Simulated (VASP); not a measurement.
# PbS (Fm-3m) in VASP: single point with r2SCAN

Aim: the single point of PbS with r2SCAN.

All numbers are computed with VASP 6.6.1; they aren't measurements. Logs are shortened: lines on timing, memory, paths and dates and some standing lists are left out, and cuts for length are marked.

## Step 1: The cell of the first run

It takes space group Fm-3m (No. 225, cubic). The conventional cell has a = 5.931 Å, b = 5.931 Å, c = 5.931 Å, α = 90.00°, β = 90.00°, γ = 90.00°. Pb (site symmetry m-3m) has 6 S at 2.97 Å within 3.9 Å. S (site symmetry m-3m) has 6 Pb at 2.97 Å within 3.9 Å.

## Step 2: Single point, r2SCAN

POSCAR reads:

```
PbS
1.0
    0.0000000000      5.9315000000      5.9315000000
    5.9315000000      0.0000000000      5.9315000000
    5.9315000000      5.9315000000      0.0000000000
Pb S
8 8
Direct
    0.0000000000      0.0000000000      0.0000000000
    0.0000000000      0.0000000000      0.5000000000
    0.0000000000      0.5000000000      0.0000000000
    0.0000000000      0.5000000000      0.5000000000
    0.5000000000      0.0000000000      0.0000000000
    0.5000000000      0.0000000000      0.5000000000
    0.5000000000      0.5000000000      0.0000000000
    0.5000000000      0.5000000000      0.5000000000
    0.2500000000      0.2500000000      0.2500000000
    0.2500000000      0.2500000000      0.7500000000
    0.2500000000      0.7500000000      0.2500000000
    0.2500000000      0.7500000000      0.7500000000
    0.7500000000      0.2500000000      0.2500000000
    0.7500000000      0.2500000000      0.7500000000
    0.7500000000      0.7500000000      0.2500000000
    0.7500000000      0.7500000000      0.7500000000
```

INCAR.step1 reads:

```
SYSTEM = PbS
ALGO = Normal ; EDIFF = 1E-5
ENCUT = 550 ; GGA = PE
GGA_COMPAT = .False. ; ISMEAR = -1
LASPH = .True. ; LCHARG = .False.
LREAL = .False. ; LWAVE = .True.
NBANDS = 94 ; NELM = 120
PREC = Accurate ; SIGMA = 0.02
```

INCAR.step2 reads:

```
SYSTEM = PbS
ALGO = Normal ; EDIFF = 1E-6
ENCUT = 550 ; GGA_COMPAT = .False.
ISIF = 2 ; ISMEAR = -1
ISTART = 1 ; LASPH = .True.
LCHARG = .True. ; LELF = .True.
LMIXTAU = .True. ; LREAL = .False.
LVHAR = .True. ; LWAVE = .False.
METAGGA = R2SCAN ; NBANDS = 94
NELM = 120 ; PREC = Accurate
SIGMA = 0.02
```

KPOINTS reads:

```
k-points
0
Gamma
  2 2 2
  0 0 0
```

Potentials or basis: VASP PAW PBE potentials, release 64 (Pb_d, S).

Command:

```bash
$ cat potpaw_PBE.64/Pb_d/POTCAR potpaw_PBE.64/S/POTCAR > POTCAR
$ cp INCAR.step1 INCAR
$ mpirun -np 1 vasp_std > vasp.out
$ cp INCAR.step2 INCAR
$ mpirun -np 1 vasp_std > vasp.out
```

OUTCAR:

```text
SYSTEM = PbS
   EDIFF = 1E-6
   ENCUT = 550
   ISIF = 2
   ISMEAR = -1
   ISTART = 1
   LASPH = .True.
   LREAL = .False.
   METAGGA = R2SCAN
   NELM = 120
   PREC = Accurate

 ion  position               nearest neighbor table
   1  0.000  0.000  0.000-  10 2.97  11 2.97  12 2.97  13 2.97  14 2.97  15 2.97
   2  0.000  0.000  0.500-   9 2.97  11 2.97  12 2.97  13 2.97  14 2.97  16 2.97
   3  0.000  0.500  0.000-   9 2.97  10 2.97  12 2.97  13 2.97  15 2.97  16 2.97
   4  0.000  0.500  0.500-   9 2.97  10 2.97  11 2.97  14 2.97  15 2.97  16 2.97
   5  0.500  0.000  0.000-   9 2.97  10 2.97  11 2.97  14 2.97  15 2.97  16 2.97
   6  0.500  0.000  0.500-   9 2.97  10 2.97  12 2.97  13 2.97  15 2.97  16 2.97
[... 8 lines left out ...]
  15  0.750  0.750  0.250-   1 2.97   3 2.97   4 2.97   5 2.97   6 2.97   8 2.97
  16  0.750  0.750  0.750-   2 2.97   3 2.97   4 2.97   5 2.97   6 2.97   7 2.97

  LATTYP: Found a face centered cubic cell.
 ALAT       =    11.8630000000

  Lattice vectors:

 A1 = (   0.0000000000,   5.9315000000,   5.9315000000)
 A2 = (   5.9315000000,   0.0000000000,   5.9315000000)
 A3 = (   5.9315000000,   5.9315000000,   0.0000000000)

Analysis of symmetry for initial positions (statically):
=====================================================================
 Subroutine PRICEL returns following result:

  LATTYP: Found a face centered cubic cell.
 ALAT       =     5.9315000000

  Lattice vectors:

 A1 = (   0.0000000000,   2.9657500000,   2.9657500000)
 A2 = (   2.9657500000,   0.0000000000,   2.9657500000)
 A3 = (   2.9657500000,   2.9657500000,   0.0000000000)

   8 primitive cells build up your supercell.

 Routine SETGRP: Setting up the symmetry group for a
 face centered cubic supercell.

 Subroutine GETGRP returns: Found 48 space group operations
 (whereof 48 operations were pure point group operations)
 out of a pool of 48 trial point group operations.

The static configuration has the point symmetry O_h .

Analysis of symmetry for dynamics (positions and initial velocities):
=====================================================================
 Subroutine PRICEL returns following result:

  LATTYP: Found a face centered cubic cell.
 ALAT       =     5.9315000000

  Lattice vectors:

 A1 = (   0.0000000000,   2.9657500000,   2.9657500000)
 A2 = (   2.9657500000,   0.0000000000,   2.9657500000)
 A3 = (   2.9657500000,   2.9657500000,   0.0000000000)

   8 primitive cells build up your supercell.

 Routine SETGRP: Setting up the symmetry group for a
 face centered cubic supercell.

 Subroutine GETGRP returns: Found 48 space group operations
 (whereof 48 operations were pure point group operations)
 out of a pool of 48 trial point group operations.

The dynamic configuration has the point symmetry O_h .

 Subroutine INISYM returns: Found 48 space group operations
 (whereof 48 operations are pure point group operations),
 and found     8 'primitive' translations

----------------------------------------------------------------------------------------

                                     Primitive cell

  volume of cell :      52.1715

  direct lattice vectors                    reciprocal lattice vectors
     0.000000000  2.965750000  2.965750000    -0.168591419  0.168591419  0.168591419
     2.965750000  0.000000000  2.965750000     0.168591419 -0.168591419  0.168591419
     2.965750000  2.965750000  0.000000000     0.168591419  0.168591419 -0.168591419

  length of vectors
     4.194203873  4.194203873  4.194203873     0.292008903  0.292008903  0.292008903

  position of ions in fractional coordinates (direct lattice)
     0.000000000  0.000000000  0.000000000
     0.500000000  0.500000000  0.500000000

  ion indices of the primitive-cell ions
   primitive index   ion index
                 1           1
                 2           9

----------------------------------------------------------------------------------------

 KPOINTS: k-points

Automatic generation of k-mesh.
 Grid dimensions read from file:
 generate k-points for:    2    2    2

 Generating k-lattice:

  Cartesian coordinates                     Fractional coordinates (reciprocal lattice)
    -0.042147855  0.042147855  0.042147855     0.500000000  0.000000000  0.000000000
     0.042147855 -0.042147855  0.042147855     0.000000000  0.500000000  0.000000000
     0.042147855  0.042147855 -0.042147855     0.000000000  0.000000000  0.500000000

  Length of vectors
     0.073002226  0.073002226  0.073002226

  Shift w.r.t. Gamma in fractional coordinates (k-lattice)
     0.000000000  0.000000000  0.000000000

 Subroutine IBZKPT returns following result:
 ===========================================

 Found      3 irreducible k-points:

 Following reciprocal coordinates:
            Coordinates               Weight
  0.000000  0.000000  0.000000      1.000000
  0.500000  0.000000  0.000000      4.000000
  0.500000  0.500000  0.000000      3.000000
   k-points           NKPTS =      3   k-points in BZ     NKDIM =      3   number of bands    NBANDS=     94
   number of dos      NEDOS =    301   number of ions     NIONS =     16
   total plane-waves  NPLWV = 262144
   dimension x,y,z NGX =    64 NGY =   64 NGZ =   64
   dimension x,y,z NGXF=   128 NGYF=  128 NGZF=  128
   ions per type =               8   8
   NGX,Y,Z   is equivalent  to a cutoff of  12.68, 12.68, 12.68 a.u.
   NGXF,Y,Z  is equivalent  to a cutoff of  25.37, 25.37, 25.37 a.u.
 SYSTEM =  PbS
   PREC   = accura    normal or accurate (medium, high low for compatibility)
   ISTART =      1    job   : 0-new  1-cont  2-samecut
   ICHARG =      0    charge: 1-file 2-atom 10-const
   ISPIN  =      1    spin polarized calculation?
   LNONCOLLINEAR =      F non collinear calculations
   LSORBIT =      F    spin-orbit coupling
   LASPH  =      T    aspherical Exc in radial PAW
   ENCUT  =  550.0 eV  40.42 Ry    6.36 a.u.  16.04 16.04 16.04*2*pi/ulx,y,z
   NELM   =    120;   NELMIN=  2; NELMDL=  0     # of ELM steps
   EDIFF  = 0.1E-05   stopping-criterion for ELM
   LREAL  =      F    real-space projection
   EDIFFG = 0.1E-04   stopping-criterion for IOM
   NSW    =      0    number of steps for IOM
   IBRION =     -1    ionic relax: 0-MD 1-quasi-New 2-CG
   NFREE  =      0    steps in history (QN), initial steepest desc. (CG)
   ISIF   =      2    stress and relaxation
   ISYM   =      2    0-nonsym 1-usesym 2-fastsym
   POTIM  = 0.5000    time-step for ionic-motion
   TEBEG  =    0.0;   TEEND  =   0.0 temperature during run
   PSTRESS=    0.0 pullay stress
   NELECT =     160.0000    total number of electrons
   NUPDOWN=      -1.0000    fix difference up-down
   EMIN   =  10.00;   EMAX   =-10.00  energy-range for DOS
   EFERMI =   0.00;   METHOD = LEGACY
   ISMEAR =    -1;   SIGMA  =   0.02  broadening in eV -4-tet -1-fermi 0-gaus
   EFERMI_NEDOS =   21; number of points for ismear=-14 and -15
   IALGO  =     38    algorithm
   IMIX   =      4    mixing-type and parameters
     AMIX     =   0.40;   BMIX     =  1.00
     AMIX_MAG =   1.60;   BMIX_MAG =  1.00
  volume/ion in A,a.u.               =      26.09       176.04
  Fermi-wavevector in a.u.,A,eV,Ry     =   1.189251  2.247359 19.242973  1.414319
  Thomas-Fermi vector in A             =   2.325363
   LORBIT       =      0    0 simple, 1 ext, 2 COOP (PROOUT), +10 PAW based schemes
   METAGGA = R2SCAN    functional components
   LHFCALC =     F    Hartree Fock is set to
   AEXX    =    0.0000 exact exchange contribution
   IVDW    =     0    specifies the selected vdW correction
   LEPSILON=     F    determine dielectric tensor
   LRPA    =     F    only Hartree local field effects (RPA)
 non-spin polarized calculation
  energy-cutoff  :      550.00
  volume of cell :      417.37
 maximum number of plane-waves:     12278
   NGX = 33   NGY = 33   NGZ = 33

 number of electron     159.9999985 magnetization

 Free energy of the ion-electron system (eV)
  ---------------------------------------------------
  ext. energy  EPLUGINS =         0.00000000
  ---------------------------------------------------
  free energy    TOTEN  =      -524.74791521 eV

  energy without entropy =     -524.74791509  energy(sigma->0) =     -524.74791515

 E-fermi :   6.0198     XC(G=0): -10.2546

 val. band max:        5.7082449411   @ k =   0.0000   0.0000   0.0000
 cond. band min:       6.3313876066   @ k =   0.0000   0.0000   0.0000
 fundamental gap:      0.6231426655
 Fermi energy:         6.0198132679

 k-point     1 :       0.0000    0.0000    0.0000
  band No.  band energies     occupation
      1     -11.9077      2.00000
      2     -11.9077      2.00000
      3     -11.9077      2.00000
      4     -11.7750      2.00000
      5     -11.7750      2.00000
      6     -11.7750      2.00000
[... 84 lines left out ...]
     91       7.8870      0.00000
     92       7.8870      0.00000

 k-point     2 :       0.5000    0.0000    0.0000
  band No.  band energies     occupation
      1     -11.8346      2.00000
      2     -11.8346      2.00000
      3     -11.8346      2.00000
      4     -11.8346      2.00000
      5     -11.8346      2.00000
      6     -11.8346      2.00000
[... 84 lines left out ...]
     91       9.1853      0.00000
     92       9.1853      0.00000

 k-point     3 :       0.5000    0.5000    0.0000
  band No.  band energies     occupation
      1     -11.8589      2.00000
      2     -11.8589      2.00000
      3     -11.7996      2.00000
      4     -11.7996      2.00000
      5     -11.7884      2.00000
      6     -11.7884      2.00000
[... 84 lines left out ...]
     91       8.4066      0.00000
     92       8.4066      0.00000
 [bands above 92 left out]

------------------------ aborting loop because EDIFF is reached ----------------------------------------

  FORCE on cell =-STRESS in cart. coord.  units (eV):
  Direction    XX          YY          ZZ          XY          YZ          ZX
  --------------------------------------------------------------------------------------
  -------------------------------------------------------------------------------------
  Total        3.7385369      3.7385369      3.7385369     -0.0000000      0.0000000      0.0000000
  in kB       14.3512143     14.3512143     14.3512143     -0.0000000      0.0000000      0.0000000
  external PRESSURE =      14.3512143 kB  Pullay stress =       0.0000000 kB

 VOLUME and BASIS-vectors are now :
 -----------------------------------------------------------------------------
  energy-cutoff  :      550.00
  volume of cell :      417.37
      direct lattice vectors                 reciprocal lattice vectors
     0.000000000  5.931500000  5.931500000    -0.084295709  0.084295709  0.084295709
     5.931500000  0.000000000  5.931500000     0.084295709 -0.084295709  0.084295709
     5.931500000  5.931500000  0.000000000     0.084295709  0.084295709 -0.084295709

 POSITION                                       TOTAL-FORCE (eV/Angst)
 -----------------------------------------------------------------------------------
      0.00000      0.00000      0.00000         0.000000     -0.000000      0.000000
      2.96575      2.96575      0.00000        -0.000000     -0.000000     -0.000000
      2.96575      0.00000      2.96575         0.000000      0.000000     -0.000000
      5.93150      2.96575      2.96575        -0.000000     -0.000000      0.000000
      0.00000      2.96575      2.96575        -0.000000     -0.000000     -0.000000
      2.96575      5.93150      2.96575        -0.000000     -0.000000      0.000000
[... 8 lines left out ...]
      5.93150      5.93150      8.89725         0.000000      0.000000      0.000000
      8.89725      8.89725      8.89725        -0.000000     -0.000000     -0.000000
 -----------------------------------------------------------------------------------
    total drift:                                0.000000      0.000000      0.000000

  FREE ENERGIE OF THE ION-ELECTRON SYSTEM (eV)
  ---------------------------------------------------
  free  energy   TOTEN  =      -524.7479152051 eV

  energy  without entropy=     -524.7479150914  energy(sigma->0) =     -524.74791515
```

Wall time 12 min (1 thread of Intel Xeon Platinum 8259CL at 2.50GHz (Skylake/Cascade Lake), shared host); peak memory 0.67 GiB.

What came out:

```
Free energy            : -524.7479 eV
Pressure               : 1.4 GPa
Band gap on the k mesh : 0.62 eV
```

Caveat: the k points lie up to 0.46 Å⁻¹ apart; the PAW data sets were made with another functional, which shifts forces and pressure a little; spin-orbit coupling is left out, which moves the levels of the heavy elements.
